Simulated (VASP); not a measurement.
Wanted: the native input for a VASP 6.6.1 run.

- Task: single point
- Functional: PBEsol
- Potentials or basis: VASP PAW PBE potentials, release 64 (Sc_sv, Al)
- Cutoff: 520 eV
- k mesh: 12 × 12 × 6
- Occupations: fermi-dirac, width 0.1 eV
- Spin: no spin polarisation
- Dipole correction: no
- Further INCAR settings: ALGO = Fast; EDIFF = 1e-06; NBANDS = 34

The structure of Sc2Al lies in POSCAR:

```
Sc2Al
1.0
    4.8926114005      0.0000000000      0.0000000000
   -2.4463057002      4.2371257637      0.0000000000
    0.0000000000      0.0000000000      6.1614205700
Sc Al
4 2
Direct
    0.0000000000      0.0000000000      0.0000000000
    0.0000000000      0.0000000000      0.5000000000
    0.3333333333      0.6666666667      0.7500000000
    0.6666666667      0.3333333333      0.2500000000
    0.3333333333      0.6666666667      0.2500000000
    0.6666666667      0.3333333333      0.7500000000
```

One way to write it, as run:

INCAR

```
SYSTEM = Sc2Al
PREC = Accurate
ENCUT = 520
EDIFF = 1E-6
ISMEAR = -1
SIGMA = 0.1
LREAL = .False.
LASPH = .True.
NELM = 80
ALGO = Fast
ISIF = 2
LWAVE = .False.
LCHARG = .False.
GGA = PS
NBANDS = 34
```

KPOINTS

```
Automatic mesh
0
Gamma
  12 12 6
  0 0 0
```

Potentials or basis: VASP PAW PBE potentials, release 64 (Sc_sv, Al).

Command:

```console
$ cat potpaw_PBE.64/Sc_sv/POTCAR potpaw_PBE.64/Al/POTCAR > POTCAR
$ mpirun -np 1 vasp_std > vasp.out
```

It gave:

```yaml
Pressure: -1.9 GPa
Band_gap_on_the_k_mesh: zero (bands 25 and 26 overlap by 0.72 eV)
```

Caveat: the PAW data sets were made with another functional, which shifts forces and pressure a little.

Wall time 4 min on 1 thread of AMD EPYC 9R45 96-Core Processor (Zen 5), with other jobs on the host, peak memory 0.38 GiB.
